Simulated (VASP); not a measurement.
Wanted: the native input for a VASP 6.6.1 run.

- Task: single point
- Functional: PBE
- Dispersion: D4
- Potentials or basis: VASP PAW PBE potentials, release 64 (Be, S)
- Cutoff: 600 eV
- k mesh: 8 × 8 × 8
- Occupations: gaussian, width 0.05 eV
- Spin: no spin polarisation
- Dipole correction: no
- Further INCAR settings: ALGO = Normal; EDIFF = 1e-06; NBANDS = 11

The structure of BeS lies in POSCAR:

```
BeS
1.0
    0.0000000000      2.4456433002      2.4456433002
    2.4456433002      0.0000000000      2.4456433002
    2.4456433002      2.4456433002      0.0000000000
Be S
1 1
Direct
    0.0000000000      0.0000000000      0.0000000000
    0.7500000000      0.7500000000      0.7500000000
```

This cell differs from its parent crystal: volume scaled by 1.04.

These files were run (other wordings do the same):

INCAR

```
PREC     = Accurate       # precision mode
ENCUT    = 600            # plane-wave cutoff, eV
EDIFF    = 1E-6           # SCF threshold, eV
ISMEAR   = 0              # smearing method
SIGMA    = 0.05           # smearing width, eV
LREAL    = F              # projectors in reciprocal space
LASPH    = T              # aspherical terms in the spheres
NELM     = 120            # most SCF steps
ALGO     = Normal         # electronic algorithm
ISIF     = 2              # what is computed and relaxed
LWAVE    = F              # write WAVECAR
LCHARG   = T              # write CHGCAR
GGA      = PE             # functional
IVDW     = 13             # dispersion correction
LELF     = T              # ELF
LVHAR    = T            
NBANDS   = 11             # bands
GGA_COMPAT= F
```

KPOINTS

```
regular mesh
0
Gamma
  8 8 8
```

Potentials or basis: VASP PAW PBE potentials, release 64 (Be, S).

Launch:

```console
$ cat potpaw_PBE.64/Be/POTCAR potpaw_PBE.64/S/POTCAR > POTCAR
$ mpirun -np 1 vasp_std > vasp.out
```

It gave:

```
Pressure                   : -3.6 GPa
Band gap on the k mesh     : 3.17 eV, indirect (least direct gap 5.67 eV)
Dispersion energy per atom : -0.257 eV
```

Run time: 9 s on 1 thread of AMD EPYC 7R13 Processor (Zen 3), with other jobs on the host, peak memory 0.12 GiB.
